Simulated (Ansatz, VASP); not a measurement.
## B in VASP and in Ansatz

The input INCAR:

```
PREC = Accurate ; ENCUT = 600
EDIFF = 1E-6 ; ISMEAR = 0
SIGMA = 0.1 ; LREAL = F
LASPH = T ; NELM = 100
ALGO = Normal ; ISIF = 3
LWAVE = F ; LCHARG = F
GGA = PE ; IBRION = 2
NSW = 100 ; EDIFFG = -0.01
```

File KPOINTS:

```
Automatic mesh
0
Gamma
  22 22 34
```

File POSCAR:

```
B
1.0
    1.6296781370     -2.5625830783      0.0000000000
    1.6296781370      2.5625830783      0.0000000000
   -0.9260402613      0.0000000000      1.6102447166
B
2
Direct
    0.3307355290      0.6692644710      0.5000000000
    0.6692644710      0.3307355290      0.5000000000
```

Input for Ansatz:

```yaml
crystal:
  lattice:
    - [1.629678137, -2.5625830783, 0.0]
    - [1.629678137, 2.5625830783, 0.0]
    - [-0.9260402613, 0.0, 1.6102447166]
  atoms:
    - { symbol: B, position: [0.330735529, 0.669264471, 0.5] }
    - { symbol: B, position: [0.669264471, 0.330735529, 0.5] }
basis:
  ecutwfc: 420
kpoints:
  mp_grid: { grid: [22, 22, 34] }
hamiltonian:
  xc: pbe
scf:
  occupations: { method: gaussian, width: 0.1 }
output:
  forces: true
  stress: true
  eigenvalues: true
relax:
  adjacent_minimum: "off"
  f_tol: 0.01
  max_steps: 80
  cell: { stress_tol: 0.05 }
```

Change from the starting cell: the structure that the rattled N type (Pnma, No. 62) fell into.

Alike in both runs: task relaxation of cell and atoms; functional PBE; k mesh 22 × 22 × 34; occupations gaussian, width 0.1 eV; no spin polarisation.

```csv
,VASP,Ansatz
version,VASP 6.6.1,Ansatz 0.2.0
potentials or method,"VASP PAW PBE potentials, release 64 (B), cutoff 600 eV","scalar-relativistic, plane waves, PAW"
valence electrons in the cell,6,6
```

```csv
,VASP,Ansatz,Ansatz less VASP
"gap on the k mesh at the Fermi level, each at its own relaxed structure (eV)",none,none,-
relaxed volume (Å³/atom),6.72,6.72,+0.003
relaxed length of the cell vector where the two differ most in proportion (Å),1.855,1.856,+0.0006
```

A gap of «none» marks a metal or a gap that the smearing closes.
